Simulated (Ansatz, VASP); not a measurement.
Two plane-wave programs on AlN

```xyz
2
Lattice="-0.0712 2.0349 2.0349 1.9637 0.0000 1.9637 2.0349 2.0349 -0.0712" Properties=species:S:1:pos:R:3 pbc="T T T"
Al    1.9637    2.0349    1.9637
N     0.0000    0.0000    0.0000
```

Change from the starting cell: engineering shear strain xz -0.0700, engineering shear strain yz +0.0000.

Alike in both runs: task single point; functional PBE; k mesh 10 × 10 × 10; occupations gaussian, width 0.05 eV; no spin polarisation.

|  | VASP | Ansatz |
| --- | --- | --- |
| version | VASP 6.6.1 | Ansatz 0.2.0 |
| potentials or method | VASP PAW PBE potentials, release 64 (Al, N), cutoff 520 eV | scalar-relativistic, plane waves, PAW |
| valence electrons in the cell | 8 | 8 |

```csv
,VASP,Ansatz,Ansatz less VASP
gap on the k mesh at the Fermi level (eV),3.15,3.16,+0.010
least direct gap on the mesh (eV),4.73,4.72,-0.009
pressure (GPa),0.5,0.6,+0.14
"traceless stress, the component that is largest in VASP (GPa)",21.52,21.51,-0.010
```
